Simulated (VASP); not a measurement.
The system is Sc3Ge.

```
Sc Ge
1.0
     0.00000    3.67822    3.67822
     3.67822    0.00000    3.67822
     3.67822    3.67822    0.00000
Sc Ge
3 1
Cartesian
  1.8391 1.8391 1.8391
  5.5173 5.5173 5.5173
  3.6782 3.6782 3.6782
  0.0000 0.0000 0.0000
```

The cell was generated, and may not be a known phase.

```yaml
Program: VASP 6.6.1
Task: relaxation of cell and atoms
Functional: PBE
Potentials_or_basis: VASP PAW PBE potentials, release 64 (Sc_sv, Ge_d)
Cutoff: 600 eV
k_mesh: 4 × 4 × 4
Occupations: gaussian, width 0.1 eV
Spin: no spin polarisation
```

At the start: pressure -8.4 GPa; volume 24.88 Å³/atom.

Problem. Where does the relaxation end?

Solution. Over 3 steps the energy falls by 136.6 meV/atom and the volume is 20.57 Å³/atom (-17.3 %); space group Fm-3m (No. 225, to 0.1 Å) before and after.

Step by step:
```tsv
step	energy change (eV)	largest force (eV/Å)	pressure (GPa)	volume (Å³)
1	0.0000	0.0000	-8.44	99.53
2	-0.5458	0.0000	0.42	81.82
3	-0.5465	0.0000	0.03	82.30
```

Final structure:
```xyz
4
Lattice="0.0000 3.4523 3.4523 3.4523 0.0000 3.4523 3.4523 3.4523 0.0000" Properties=species:S:1:pos:R:3 pbc="T T T"
Sc    1.7262    1.7262    1.7262
Sc    5.1785    5.1785    5.1785
Sc    3.4523    3.4523    3.4523
Ge    0.0000    0.0000    0.0000
```

Caveat: the k points lie up to 0.39 Å⁻¹ apart in the final cell, too coarse for converged energies and pressures of a metal; the volume moved by over 15 % at a fixed basis, so the end points are rough.
